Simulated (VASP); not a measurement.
Here is a VASP 6.6.1 calculation.

INCAR

```
SYSTEM = Hg
ALGO = Normal
EDIFF = 1E-6
ENCUT = 520
GGA = CA
ISIF = 2
ISMEAR = -1
LASPH = .True.
LCHARG = .False.
LREAL = .False.
LWAVE = .False.
NBANDS = 12
NELM = 80
PREC = Accurate
SIGMA = 0.05
```

The input KPOINTS:

```
k-points
0
Gamma
  16 16 16
  0 0 0
```

File POSCAR:

```
Hg
1.0
    0.0000000000      2.2217193044      2.2217193044
    2.2217193044      0.0000000000      2.2217193044
    2.2217193044      2.2217193044      0.0000000000
Hg
1
Direct
    0.0000000000      0.0000000000      0.0000000000
```

Potentials or basis: VASP PAW LDA potentials, release 64 (Hg).

Command:

```bash
$ cat potpaw_LDA.64/Hg/POTCAR > POTCAR
$ mpirun -np 1 vasp_std > vasp.out
```

Question: Estimate the band gap on the k mesh.

Answer: Zero (bands 6 and 7 overlap by 2.06 eV).

Question: Predict the pressure.

Answer: 0.6 GPa.

Caveat: spin-orbit coupling is left out, which moves the levels of the heavy elements.
